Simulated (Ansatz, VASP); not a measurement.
Two plane-wave programs on GaP

```xyz
2
Lattice="0.0000 2.6954 2.6954 2.6954 0.0000 2.6954 2.6954 2.6954 0.0000" Properties=species:S:1:pos:R:3 pbc="T T T"
Ga    0.0000    0.0000    0.0000
P     1.3477    1.3477    1.3477
```

Alike in both runs: task single point; functional PBE; dispersion D3(BJ); k mesh 8 × 8 × 8; occupations gaussian, width 0.02 eV; no spin polarisation.

|  | VASP | Ansatz |
| --- | --- | --- |
| version | VASP 6.6.1 | Ansatz 0.2.0 |
| potentials or method | VASP PAW PBE potentials, release 64 (Ga_d, P), cutoff 500 eV | scalar-relativistic, plane waves, PAW |
| valence electrons in the cell | 18 | 18 |

VASP gave:

- gap on the k mesh at the Fermi level (eV): 1.58
- least direct gap on the mesh (eV): 2.10
- pressure (GPa): 2.6

**Question.** Estimate Ansatz's values.

**Answer.** gap on the k mesh at the Fermi level (eV): 1.58; least direct gap on the mesh (eV): 2.10; pressure (GPa): 2.7.
